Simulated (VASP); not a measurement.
Write the native input for VASP 6.6.1 that does the following.

| Property | Result |
| --- | --- |
| Task | single point |
| Functional | PBE |
| Potentials or basis | VASP PAW PBE potentials, release 64 (Nb_sv, N) |
| Cutoff | 600 eV |
| k mesh | 13 × 13 × 13 |
| Occupations | fermi-dirac, width 0.08 eV |
| Spin | no spin polarisation |
| Dipole correction | no |
| Further INCAR settings | ALGO = Normal; EDIFF = 1e-06; NBANDS = 16 |

The structure of NbN lies in POSCAR:

```
NbN
1.0
    0.0000000000      2.1871604803      2.1871604803
    2.1871604803      0.0000000000      2.1871604803
    2.1871604803      2.1871604803      0.0000000000
Nb N
1 1
Direct
    0.5000000000      0.5000000000      0.5000000000
    0.0000000000      0.0000000000      0.0000000000
```

These files were run (other wordings do the same):

INCAR

```
PREC = Accurate ; ENCUT = 600
EDIFF = 1E-6 ; ISMEAR = -1
SIGMA = 0.08 ; LREAL = False
LASPH = True ; NELM = 120
ALGO = Normal ; ISIF = 2
LWAVE = False ; LCHARG = False
GGA = PE ; NBANDS = 16
GGA_COMPAT = False
```

KPOINTS

```
regular mesh
0
Gamma
  13 13 13
```

Potentials or basis: VASP PAW PBE potentials, release 64 (Nb_sv, N).

Launch:

```console
$ cat potpaw_PBE.64/Nb_sv/POTCAR potpaw_PBE.64/N/POTCAR > POTCAR
$ mpirun -np 1 vasp_std > vasp.out
```

It gave:

The pressure is 9.8 GPa. The band gap on the k mesh is zero (bands 9 and 10 overlap by 3.49 eV).

Caveat: the cell stands under pressure.

Run time: 27 s on 1 thread of Intel(R) Xeon(R) Platinum 8375C CPU @ 2.90GHz (Ice Lake), with other jobs on the host, peak memory 0.18 GiB.
